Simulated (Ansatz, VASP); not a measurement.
NaH: VASP beside Ansatz

The input POSCAR:

```
NaH
1.0
    0.0000000000      2.3975116422      2.2829105857
    2.3975116422      0.0000000000      2.2829105857
    2.3975116422      2.3975116422      0.0000000000
Na H
1 1
Direct
    0.0000000000      0.0000000000      0.0000000000
    0.5000000000      0.5000000000      0.5000000000
```

INCAR.step1

```
SYSTEM = NaH
  PREC = Accurate
  ENCUT = 520
  EDIFF = 1E-5
  ISMEAR = 0
  SIGMA = 0.01
  LREAL = .False.
  LASPH = .True.
  NELM = 80
  ALGO = Normal
  ISIF = 2
  LWAVE = .True.
  LCHARG = .False.
  NBANDS = 11
  GGA = PE
```

File INCAR.step2:

```
SYSTEM = NaH
  PREC = Accurate
  ENCUT = 520
  EDIFF = 1E-6
  ISMEAR = 0
  SIGMA = 0.01
  LREAL = .False.
  LASPH = .True.
  NELM = 80
  ALGO = Normal
  ISIF = 2
  LWAVE = .False.
  LCHARG = .False.
  GGA = PE
  LHFCALC = .True.
  HFSCREEN = 0.2079
  PRECFOCK = Normal
  NBANDS = 11
  ISTART = 1
```

KPOINTS

```
Automatic mesh
0
Gamma
  6 6 6
  0 0 0
```

Input for Ansatz:

```yaml
crystal:
  lattice:
    - [0.0, 2.3975116422, 2.2829105857]
    - [2.3975116422, 0.0, 2.2829105857]
    - [2.3975116422, 2.3975116422, 0.0]
  atoms:
    - { symbol: Na, position: [0.0, 0.0, 0.0] }
    - { symbol: H, position: [0.5, 0.5, 0.5] }
kpoints:
  mp_grid: { grid: [6, 6, 6] }
  band_path:
    path:
      - [0.0, 0.0, 0.0]
      - [0.5, 0.0, 0.5]
      - [0.625, 0.25, 0.625]
      - [0.375, 0.375, 0.75]
      - [0.5, 0.5, 0.5]
      - [0.5, 0.25, 0.75]
      - [0.307292, -0.5, -0.192708]
      - [0.0, 0.0, 0.5]
    npoints: 1
hamiltonian:
  xc: hse06
scf:
  occupations: { method: fixed }
  n_extra_bands: 4
output:
  forces: true
  stress: true
  eigenvalues: true
```

Change from the starting cell: uniaxial_z strain -4.8%.

Alike in both runs: task single point; functional HSE06; k mesh 6 × 6 × 6; no spin polarisation.

|  | VASP | Ansatz |
| --- | --- | --- |
| version | VASP 6.6.1 | Ansatz 0.2.0 |
| potentials or method | VASP PAW PBE potentials, release 64 (Na_pv, H) | plane waves, PAW |
| plane-wave cutoff (eV) | 520 | 420 |
| occupations | gaussian, width 0.01 eV | fixed |
| valence electrons in the cell | 8 | 10 |

VASP gave:

- gap on the k mesh at the Fermi level (eV): 4.91
- pressure (GPa): 1.6
- traceless stress, the component that is largest in VASP (GPa): 1.51

Q: What did Ansatz give for the same quantities?

A: gap on the k mesh at the Fermi level (eV): 4.92; pressure (GPa): 1.6; traceless stress, the component that is largest in VASP (GPa): 1.49.

VASP's potentials hold 8 valence electrons a cell and Ansatz's 10, so a difference there can come from the potentials and not from the codes. Ansatz's warnings: stress exchange threshold loose, stress scf threshold loose.
